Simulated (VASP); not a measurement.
# ScAl3N4 (Cm) in VASP: further runs, part 2 of 2

VASP 6.6.1.

## (3) Single point, PBEsol (atoms displaced along a vibrational mode)

File INCAR:

```
SYSTEM = ScAl3N4
PREC = Accurate ; ENCUT = 520
EDIFF = 1E-6 ; ISMEAR = 0
SIGMA = 0.01 ; LREAL = .False.
LASPH = .True. ; NELM = 60
ALGO = Normal ; ISIF = 2
LWAVE = .False. ; LCHARG = .False.
GGA = PS ; NBANDS = 30
```

File KPOINTS:

```
Automatic mesh
0
Gamma
  10 8 10
  0 0 0
```

File POSCAR:

```
ScAl3N4
1.0
   -3.2085883332      0.0000000000      0.0000000000
    0.0000000000      5.6037523390     -0.0022451692
    1.6042941666     -2.7998414826     -5.0387629932
Sc Al N
1 3 4
Direct
    0.0165347767      0.3482556166      0.0330695534
    0.5132526363      0.8482975475      0.0265052727
    0.7653681890      0.4300952219      0.5307363781
    0.2611565994      0.9301398416      0.5223131987
    0.7910147978      0.1228280763      0.5820295957
    0.2938157532      0.6291635566      0.5876315064
    0.5503305683      0.2055348065      0.1006611365
    0.0445266793      0.7216853330      0.0890533585
```

Potentials or basis: VASP PAW PBE potentials, release 64 (Sc_sv, Al, N).

Run with:

```bash
$ cat potpaw_PBE.64/Sc_sv/POTCAR potpaw_PBE.64/Al/POTCAR potpaw_PBE.64/N/POTCAR > POTCAR
$ mpirun -np 1 vasp_std > vasp.out
```

OUTCAR:

```text
SYSTEM = ScAl3N4
   PREC = Accurate
   ENCUT = 520
   EDIFF = 1E-6
   ISMEAR = 0
   LREAL = .False.
   LASPH = .True.
   NELM = 60
   ISIF = 2
   GGA = PS

 ion  position               nearest neighbor table
   1  0.017  0.348  0.033-   7 1.92   7 1.92   8 1.96   5 2.27   4 3.11   3 3.12   3 3.12   3 3.14
                             4 3.17   4 3.17   2 3.21   2 3.21   2 3.24   2 3.24
   2  0.513  0.848  0.027-   7 1.83   8 1.86   8 1.86   6 2.21   4 3.11   4 3.11   3 3.12   3 3.12
                             3 3.14   4 3.15   1 3.21   1 3.21   1 3.24   1 3.24
   3  0.765  0.430  0.531-   5 1.88   6 1.89   6 1.89   7 2.17   2 3.12   2 3.12   1 3.12   1 3.12
                             2 3.14   1 3.14   4 3.21   4 3.21   4 3.25   4 3.25
   4  0.261  0.930  0.522-   5 1.87   5 1.87   6 1.90   8 2.18   1 3.11   2 3.11   2 3.11   2 3.15
                             1 3.17   1 3.17   3 3.21   3 3.21   3 3.25   3 3.25
   5  0.791  0.123  0.582-   4 1.87   4 1.87   3 1.88   1 2.27
   6  0.294  0.629  0.588-   3 1.89   3 1.89   4 1.90   2 2.21
   7  0.550  0.206  0.101-   2 1.83   1 1.92   1 1.92   3 2.17
   8  0.045  0.722  0.089-   2 1.86   2 1.86   1 1.96   4 2.18

  LATTYP: Found a base centered monoclinic cell.
 ALAT       =    11.5287891523
 B/A-ratio  =     0.2783109562
 C/A-ratio  =     0.4860660313
 COS(beta)  =    -0.4853627588

  Lattice vectors:

 A1 = (   1.6042941666,  -2.7998414826,  -5.0387629932)
 A2 = (  -1.6042941666,  -2.7998414826,  -5.0387629932)
 A3 = (   0.0000000000,   5.6037523390,  -0.0022451692)

Analysis of symmetry for initial positions (statically):
=====================================================================
 Subroutine PRICEL returns:
 Original cell was already a primitive cell.

 Routine SETGRP: Setting up the symmetry group for a
 base centered monoclinic supercell.

 Subroutine GETGRP returns: Found  2 space group operations
 (whereof  2 operations were pure point group operations)
 out of a pool of  4 trial point group operations.

The static configuration has the point symmetry C_1h.

Analysis of symmetry for dynamics (positions and initial velocities):
=====================================================================
 Subroutine PRICEL returns:
 Original cell was already a primitive cell.
[... 150 lines left out ...]
   LRPA    =     F    only Hartree local field effects (RPA)
 non-spin polarized calculation
 Gauss-broadening in eV      SIGMA  =   0.01
  energy-cutoff  :      520.00
  volume of cell :       90.62
 maximum number of plane-waves:      2467
   NGX = 11   NGY = 21   NGZ = 23

 number of electron      40.0000000 magnetization

 Free energy of the ion-electron system (eV)
  ---------------------------------------------------
  ext. energy  EPLUGINS =         0.00000000
  ---------------------------------------------------
  free energy    TOTEN  =       -64.11890019 eV

  energy without entropy =      -64.11890019  energy(sigma->0) =      -64.11890019

 E-fermi :   5.8217     XC(G=0): -11.0279

 val. band max:        5.6389302656   @ k =   0.0000   0.0000   0.0000
 cond. band min:       8.4769730054   @ k =   0.0000   0.0000   0.0000
 fundamental gap:      2.8380427399
 Fermi energy:         5.8216594443

 k-point     1 :       0.0000    0.0000    0.0000
  band No.  band energies     occupation
      1     -40.9220      2.00000
      2     -19.9568      2.00000
      3     -19.8482      2.00000
      4     -19.7276      2.00000
      5      -9.3871      2.00000
      6      -7.5875      2.00000
[... 781 lines left out ...]
     29      13.6156      0.00000
     30      14.0401      0.00000

 [... further k-points ...]

------------------------ aborting loop because EDIFF is reached ----------------------------------------

  FORCE on cell =-STRESS in cart. coord.  units (eV):
  Direction    XX          YY          ZZ          XY          YZ          ZX
  --------------------------------------------------------------------------------------
  -------------------------------------------------------------------------------------
  Total        6.2579823      6.1771355     -6.9761641      0.0000000      0.1842976      0.0000000
  in kB      110.6448931    109.2154732   -123.3427793      0.0000000      3.2584921      0.0000000
  external PRESSURE =      32.1725290 kB  Pullay stress =       0.0000000 kB

 VOLUME and BASIS-vectors are now :
 -----------------------------------------------------------------------------
  energy-cutoff  :      520.00
  volume of cell :       90.62
      direct lattice vectors                 reciprocal lattice vectors
    -3.208588333  0.000000000  0.000000000    -0.311663541 -0.000039748 -0.099208618
     0.000000000  5.603752339 -0.002245169     0.000000000  0.178412136 -0.099136574
     1.604294167 -2.799841483 -5.038762993     0.000000000 -0.000079497 -0.198417235

 POSITION                                       TOTAL-FORCE (eV/Angst)
 -----------------------------------------------------------------------------------
      0.00000      1.85895     -0.16741        -0.000000      0.172692      1.293841
     -1.60429      4.67944     -0.13546         0.000000      0.063482      0.777602
     -1.60429      0.92417     -2.67522         0.000000     -0.043229      1.174860
     -0.00000      3.74988     -2.63390         0.000000     -0.106680      1.271468
     -1.60429     -0.94129     -2.93298         0.000000      0.117786     -0.812895
      0.00000      1.88040     -2.96235         0.000000      0.053008     -0.786620
     -1.60429      0.86993     -0.50767        -0.000000     -1.865874     -1.705966
     -0.00000      3.79481     -0.45034         0.000000      1.608814     -1.212289
 -----------------------------------------------------------------------------------
    total drift:                               -0.000022      0.000085      0.000528

  FREE ENERGIE OF THE ION-ELECTRON SYSTEM (eV)
  ---------------------------------------------------
  free  energy   TOTEN  =       -64.1189001870 eV

  energy  without entropy=      -64.1189001870  energy(sigma->0) =      -64.11890019
```

It took 7.8 min on 1 thread of Intel Xeon Platinum 8259CL at 2.50GHz (Skylake/Cascade Lake), shared host; peak memory 0.61 GiB.

Results:

| Item | Value |
| --- | --- |
| Free energy | -64.1189 eV |
| Pressure | 3.2 GPa |
| Largest force | 2.528 eV/Å |
| Band gap on the k mesh | 2.84 eV |

Forces on the atoms (eV/Å):
```
Sc   0.000  0.173  1.294
Al   0.000  0.063  0.778
Al   0.000 -0.043  1.175
Al   0.000 -0.107  1.271
N    0.000  0.118 -0.813
N    0.000  0.053 -0.787
N    0.000 -1.866 -1.706
N    0.000  1.609 -1.212
```

Caveat: the cell differs from its parent crystal (atoms displaced along a vibrational mode); the cell stands under pressure; the PAW data sets were made with another functional, which shifts forces and pressure a little. A k mesh can miss the band edges.
